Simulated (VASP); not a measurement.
# P (P4/mmm) in VASP: relaxation of cell and atoms with PBE

Aim: the relaxation of cell and atoms of P with PBE.

Everything below comes from runs of VASP 6.6.1. Logs are shortened: lines on timing, memory, paths and dates and some standing lists are left out, and cuts for length are marked.

### 1 The cell of the first run

Symmetry: P4/mmm, No. 123, tetragonal system. Conventional cell: a = 4.305 Å, b = 4.305 Å, c = 4.411 Å, α = 90.00°, β = 90.00°, γ = 90.00°. P (site symmetry 4/mmm) has 6 P at 4.30 to 4.41 Å within 5.6 Å.

### 2 Relaxation of cell and atoms, PBE, target pressure 20 GPa, at which the enthalpy is minimised

INCAR reads:

```
PREC = Accurate
ENCUT = 600
EDIFF = 1E-6
ISMEAR = -1
SIGMA = 0.1
LREAL = False
LASPH = True
NELM = 100
ALGO = Normal
ISIF = 3
LWAVE = False
LCHARG = False
GGA = PE
IBRION = 2
NSW = 100
EDIFFG = -0.01
PSTRESS = 200.0
```

KPOINTS reads:

```
Automatic mesh
0
Gamma
  6 6 8
```

POSCAR reads:

```
P
1.0
    6.0878881600      0.0000000000      0.0000000000
    0.0000000000      6.0878881600      0.0000000000
    0.0000000000      0.0000000000      4.4106663000
P
2
Direct
    0.7500000000      0.2500000000      0.0000000000
    0.2500000000      0.7500000000      0.0000000000
```

Potentials or basis: VASP PAW PBE potentials, release 64 (P).

Command:

```sh
cat potpaw_PBE.64/P/POTCAR > POTCAR
mpirun -np 1 vasp_std > vasp.out
```

OUTCAR:

```text
PREC = Accurate
   ENCUT = 600
   EDIFF = 1E-6
   ISMEAR = -1
   LREAL = False
   LASPH = True
   NELM = 100
   ISIF = 3
   GGA = PE
   IBRION = 2
   NSW = 100
   EDIFFG = -0.01
   PSTRESS = 200.0

 ion  position               nearest neighbor table
   1  0.750  0.250  0.000-
   2  0.250  0.750  0.000-

  LATTYP: Found a simple tetragonal cell.
 ALAT       =     6.0878881600
 C/A-ratio  =     0.7244985755

  Lattice vectors:

 A1 = (   6.0878881600,   0.0000000000,   0.0000000000)
 A2 = (   0.0000000000,   6.0878881600,   0.0000000000)
 A3 = (   0.0000000000,   0.0000000000,   4.4106663000)

Analysis of symmetry for initial positions (statically):
=====================================================================
 Subroutine PRICEL returns following result:

  LATTYP: Found a simple tetragonal cell.
 ALAT       =     4.3047870010
 C/A-ratio  =     1.0245957115

  Lattice vectors:

 A1 = (   3.0439440800,  -3.0439440800,   0.0000000000)
 A2 = (   3.0439440800,   3.0439440800,   0.0000000000)
 A3 = (   0.0000000000,   0.0000000000,   4.4106663000)

   2 primitive cells build up your supercell.

 Routine SETGRP: Setting up the symmetry group for a
 simple tetragonal supercell.

 Subroutine GETGRP returns: Found 16 space group operations
 (whereof  8 operations were pure point group operations)
 out of a pool of 16 trial point group operations.

The static configuration has the point symmetry D_2h.
 The point group associated with its full space group is D_4h.

Analysis of symmetry for dynamics (positions and initial velocities):
=====================================================================
 Subroutine PRICEL returns following result:

  LATTYP: Found a simple tetragonal cell.
 ALAT       =     4.3047870010
 C/A-ratio  =     1.0245957115

  Lattice vectors:

 A1 = (   3.0439440800,  -3.0439440800,   0.0000000000)
 A2 = (   3.0439440800,   3.0439440800,   0.0000000000)
 A3 = (   0.0000000000,   0.0000000000,   4.4106663000)

   2 primitive cells build up your supercell.

 Routine SETGRP: Setting up the symmetry group for a
 simple tetragonal supercell.

 Subroutine GETGRP returns: Found 16 space group operations
 (whereof  8 operations were pure point group operations)
 out of a pool of 16 trial point group operations.

The dynamic configuration has the point symmetry D_2h.
 The point group associated with its full space group is D_4h.

 Subroutine INISYM returns: Found 16 space group operations
 (whereof  8 operations are pure point group operations),
 and found     2 'primitive' translations

----------------------------------------------------------------------------------------

                                     Primitive cell

  volume of cell :      81.7349

  direct lattice vectors                    reciprocal lattice vectors
     3.043944080 -3.043944080  0.000000000     0.164260573 -0.164260573  0.000000000
     3.043944080  3.043944080  0.000000000     0.164260573  0.164260573  0.000000000
     0.000000000  0.000000000  4.410666300     0.000000000  0.000000000  0.226723114

  length of vectors
     4.304787001  4.304787001  4.410666300     0.232299531  0.232299531  0.226723114

  position of ions in fractional coordinates (direct lattice)
     0.500000000  0.000000000  0.000000000

  ion indices of the primitive-cell ions
   primitive index   ion index
                 1           1

----------------------------------------------------------------------------------------

 KPOINTS: Automatic mesh

Automatic generation of k-mesh.
 Grid dimensions read from file:
 generate k-points for:    6    6    8

 Generating k-lattice:

  Cartesian coordinates                     Fractional coordinates (reciprocal lattice)
     0.027376762  0.000000000  0.000000000     0.166666667  0.000000000  0.000000000
     0.000000000  0.027376762  0.000000000     0.000000000  0.166666667  0.000000000
     0.000000000  0.000000000  0.028340389     0.000000000  0.000000000  0.125000000

  Length of vectors
     0.027376762  0.027376762  0.028340389

  Shift w.r.t. Gamma in fractional coordinates (k-lattice)
     0.000000000  0.000000000  0.000000000

 Subroutine IBZKPT returns following result:
 ===========================================

 Found     50 irreducible k-points:

 Following reciprocal coordinates:
            Coordinates               Weight
  0.000000  0.000000  0.000000      1.000000
  0.166667  0.000000  0.000000      4.000000
  0.333333  0.000000  0.000000      4.000000
  0.500000  0.000000  0.000000      2.000000
  0.166667  0.166667  0.000000      4.000000
  0.333333  0.166667  0.000000      8.000000
[... 16 lines left out ...]
  0.333333  0.000000  0.250000      8.000000
  0.500000  0.000000  0.250000      4.000000
 [... further k-points ...]
   k-points           NKPTS =     50   k-points in BZ     NKDIM =     50   number of bands    NBANDS=      9
   number of dos      NEDOS =    301   number of ions     NIONS =      2
   total plane-waves  NPLWV =  90000
   dimension x,y,z NGX =    50 NGY =   50 NGZ =   36
   dimension x,y,z NGXF=   100 NGYF=  100 NGZF=   72
   ions per type =               2
   NGX,Y,Z   is equivalent  to a cutoff of  13.65, 13.65, 13.57 a.u.
   NGXF,Y,Z  is equivalent  to a cutoff of  27.31, 27.31, 27.14 a.u.
 SYSTEM =  unknown system
   PREC   = accura    normal or accurate (medium, high low for compatibility)
   ISTART =      0    job   : 0-new  1-cont  2-samecut
   ICHARG =      2    charge: 1-file 2-atom 10-const
   ISPIN  =      1    spin polarized calculation?
   LNONCOLLINEAR =      F non collinear calculations
   LSORBIT =      F    spin-orbit coupling
   LASPH  =      T    aspherical Exc in radial PAW
   ENCUT  =  600.0 eV  44.10 Ry    6.64 a.u.  12.16 12.16  8.81*2*pi/ulx,y,z
   NELM   =    100;   NELMIN=  2; NELMDL= -5     # of ELM steps
   EDIFF  = 0.1E-05   stopping-criterion for ELM
   LREAL  =      F    real-space projection
   EDIFFG = -.1E-01   stopping-criterion for IOM
   NSW    =    100    number of steps for IOM
   IBRION =      2    ionic relax: 0-MD 1-quasi-New 2-CG
   NFREE  =      1    steps in history (QN), initial steepest desc. (CG)
   ISIF   =      3    stress and relaxation
   ISYM   =      2    0-nonsym 1-usesym 2-fastsym
   POTIM  = 0.5000    time-step for ionic-motion
   TEBEG  =    0.0;   TEEND  =   0.0 temperature during run
   PSTRESS=  200.0 pullay stress
   NELECT =      10.0000    total number of electrons
   NUPDOWN=      -1.0000    fix difference up-down
   EMIN   =  10.00;   EMAX   =-10.00  energy-range for DOS
   EFERMI =   0.00;   METHOD = LEGACY
   ISMEAR =    -1;   SIGMA  =   0.10  broadening in eV -4-tet -1-fermi 0-gaus
   EFERMI_NEDOS =   21; number of points for ismear=-14 and -15
   IALGO  =     38    algorithm
   IMIX   =      4    mixing-type and parameters
     AMIX     =   0.40;   BMIX     =  1.00
     AMIX_MAG =   1.60;   BMIX_MAG =  1.00
  volume/ion in A,a.u.               =      81.73       551.57
  Fermi-wavevector in a.u.,A,eV,Ry     =   0.645053  1.218974  5.661301  0.416094
  Thomas-Fermi vector in A             =   1.712583
   LORBIT       =      0    0 simple, 1 ext, 2 COOP (PROOUT), +10 PAW based schemes
   GGA     = PE    functional components
   LHFCALC =     F    Hartree Fock is set to
   AEXX    =    0.0000 exact exchange contribution
   IVDW    =     0    specifies the selected vdW correction
   LEPSILON=     F    determine dielectric tensor
   LRPA    =     F    only Hartree local field effects (RPA)
 conjugate gradient relaxation of ions
 non-spin polarized calculation
  energy-cutoff  :      600.00
  volume of cell :      163.47
 maximum number of plane-waves:      5480
 NGX is ok and might be reduce to    50
   NGX = 25   NGY = 25   NGZ = 17

--------------------------------------- Ionic step        1  -------------------------------------------

 number of electron      10.0000001 magnetization

 Free energy of the ion-electron system (eV)
  ---------------------------------------------------
  ext. energy  EPLUGINS =         0.00000000
  ---------------------------------------------------
  free energy    TOTEN  =        -2.30481731 eV

  energy without entropy =       -2.05307997  energy(sigma->0) =       -2.17894864

 E-fermi :  -3.0902     XC(G=0):  -4.8761

 val. band max:       -3.0920107572   @ k =   0.3333   0.1667   0.0000
 cond. band min:      -3.0897821670   @ k =   0.5000   0.5000   0.2500
 fundamental gap:      0.0022285902
 Fermi energy:        -3.0902250467

 k-point     1 :       0.0000    0.0000    0.0000
  band No.  band energies     occupation
      1     -11.8361      2.00000
      2     -11.5304      2.00000
      3      -3.6003      1.98788
      4      -3.6003      1.98788
      5      -2.6740      0.03067
      6      -2.5713      0.01109
      7      -2.5713      0.01109
      8      -2.4027      0.00206
      9       1.5960      0.00000
[... 265 lines left out ...]
 k-point    24 :       0.5000    0.0000    0.2500
  band No.  band energies     occupation
      1     -11.6250      2.00000
      2     -11.6250      2.00000
      3      -3.1926      1.47151
      4      -3.1926      1.47151
      5      -3.0661      0.88009
      6      -3.0661      0.88009
      7      -3.0624      0.86178
      8      -3.0624      0.86178
      9       3.4472      0.00000

 [... further k-points ...]

------------------------ aborting loop because EDIFF is reached ----------------------------------------

  FORCE on cell =-STRESS in cart. coord.  units (eV):
  Direction    XX          YY          ZZ          XY          YZ          ZX
  --------------------------------------------------------------------------------------
  -------------------------------------------------------------------------------------
  Total       -3.4673991     -3.4673991     -3.0256370      0.0000000      0.0000000      0.0000000
  in kB      -33.9841870    -33.9841870    -29.6544496      0.0000000      0.0000000      0.0000000
  external PRESSURE =    -232.5409412 kB  Pullay stress =     200.0000000 kB
[... 97 lines left out ...]
  energy  without entropy=      -10.1341518889  energy(sigma->0) =      -10.15060495

  enthalpy is  TOTEN    =        -5.6783418442 eV   P V=        4.4887161712

 E-fermi :   8.7417     XC(G=0): -10.9631

 val. band max:        8.7073659463   @ k =   0.1667   0.1667   0.0000
 cond. band min:       8.7763082635   @ k =   0.1667   0.1667   0.1250
 fundamental gap:      0.0689423172
 Fermi energy:         8.7417336675

 k-point     1 :       0.0000    0.0000    0.0000
  band No.  band energies     occupation
      1      -7.1533      2.00000
      2       1.5958      2.00000
      3       3.8302      2.00000
      4       3.8302      2.00000
      5      10.1084      0.00000
      6      12.3262      0.00000
      7      13.7766      0.00000
      8      15.2650      0.00000
      9      15.7561      0.00000
[... 265 lines left out ...]
 k-point    24 :       0.5000    0.0000    0.2500
  band No.  band energies     occupation
      1      -3.2110      2.00000
      2      -3.2110      2.00000
      3       7.3483      2.00000
      4       7.3483      2.00000
      5       7.5173      1.99999
      6       7.5173      1.99999
      7       9.8701      0.00003
      8       9.8701      0.00003
      9      20.1572      0.00000

 [... further k-points ...]

[... ionic steps 4 to 8 ...]

--------------------------------------- Ionic step        9  -------------------------------------------

 number of electron      10.0000000 magnetization

------------------------ aborting loop because EDIFF is reached ----------------------------------------
[... 71 lines left out ...]
--------------------------------------- Ionic step       11  -------------------------------------------

 number of electron      10.0000000 magnetization

 Free energy of the ion-electron system (eV)
  ---------------------------------------------------
  ext. energy  EPLUGINS =         0.00000000
  ---------------------------------------------------
  free energy    TOTEN  =       -10.30823010 eV

  energy without entropy =      -10.28216988  energy(sigma->0) =      -10.29519999

 E-fermi :  11.6936     XC(G=0): -11.8649

 val. band max:       11.5687023366   @ k =   0.0000   0.0000   0.5000
 cond. band min:      11.7360260221   @ k =   0.5000   0.5000   0.5000
 fundamental gap:      0.1673236855
 Fermi energy:        11.6936140703

 k-point     1 :       0.0000    0.0000    0.0000
  band No.  band energies     occupation
      1      -6.3074      2.00000
      2       4.2436      2.00000
      3       5.6675      2.00000
      4       5.6675      2.00000
      5      11.7523      0.71450
      6      17.3641      0.00000
      7      17.3692      0.00000
      8      18.1938      0.00000
      9      18.2092      0.00000
[... 265 lines left out ...]
 k-point    24 :       0.5000    0.0000    0.2500
  band No.  band energies     occupation
      1      -1.6424      2.00000
      2      -1.6424      2.00000
      3       9.9869      2.00000
      4       9.9869      2.00000
      5       9.9990      2.00000
      6       9.9990      2.00000
      7      13.5615      0.00000
      8      13.5615      0.00000
      9      24.2909      0.00000

 [... further k-points ...]

------------------------ aborting loop because EDIFF is reached ----------------------------------------

  FORCE on cell =-STRESS in cart. coord.  units (eV):
  Direction    XX          YY          ZZ          XY          YZ          ZX
  --------------------------------------------------------------------------------------
  -------------------------------------------------------------------------------------
  Total        3.1776753      3.1776753      3.2076092      0.0000000      0.0000000      0.0000000
  in kB      199.1818086    199.1818086    201.0581095      0.0000000      0.0000000      0.0000000
  external PRESSURE =      -0.1927578 kB  Pullay stress =     200.0000000 kB
[... 21 lines left out ...]
  energy  without entropy=      -10.2821698777  energy(sigma->0) =      -10.29519999

  enthalpy is  TOTEN    =        -7.1175016342 eV   P V=        3.1907284680

 reached required accuracy - stopping structural energy minimisation
```

Wall time 12 min (1 thread of Intel Xeon 8259CL, shared host); peak memory 0.37 GiB.

Results:

| Item | Value |
| --- | --- |
| Free energy | -10.3082 eV |
| Relaxed volume | 12.78 Å³/atom |
| Relaxed cell | a = 3.307 Å, b = 3.307 Å, c = 2.338 Å, α = 90.00°, β = 90.00°, γ = 90.00° |
| Space group after relaxing (to 0.1 Å) | Pm-3m (No. 221) |
| Energy change on relaxing (the run minimises the enthalpy) | -4001.7 meV/atom |
| Ionic steps | 11 |
| Pressure after relaxing | 20.0 GPa |
| Band gap on the k mesh | zero (bands 5 and 6 overlap by 15.10 eV) |

Stress tensor (GPa, compression positive):
```
19.92  0.00  0.00
 0.00 19.92  0.00
 0.00  0.00 20.11
```

Step by step:
```
step  energy change (eV)  largest force (eV/Å)  pressure (GPa)  volume (Å³)
   1              0.0000                0.0000           -3.25       163.47
   2              5.2983                0.0000          530.92        12.79
   3             -7.8622                0.0000          -13.49        35.96
   4             -8.1560                0.0000           -5.66        31.29
   5             -7.7079                0.0000           34.45        24.01
   6             -8.0350                0.0000           17.27        26.08
   7             -8.0441                0.0000           17.42        25.94
   8             -8.0514                0.0000           17.04        25.98
   9             -7.9499                0.0000           22.75        25.16
  10             -8.0024                0.0000           20.01        25.55
  11             -8.0034                0.0000           19.98        25.56
```

Final structure:
```cif
data_structure
_symmetry_space_group_name_H-M 'P 1'
_symmetry_Int_Tables_number 1
_cell_length_a 3.3068
_cell_length_b 3.3068
_cell_length_c 2.3376
_cell_angle_alpha 90.000
_cell_angle_beta 90.000
_cell_angle_gamma 90.000
_cell_volume 25.56
loop_
_atom_site_label
_atom_site_type_symbol
_atom_site_fract_x
_atom_site_fract_y
_atom_site_fract_z
_atom_site_occupancy
P1 P 0.75000 0.25000 0.00000 1
P2 P 0.25000 0.75000 0.00000 1
```

Caveat: the cell is relaxed towards a set pressure, so the run minimises the enthalpy, not the energy; the volume moved by over 15 % at a fixed basis, so the end points are rough.
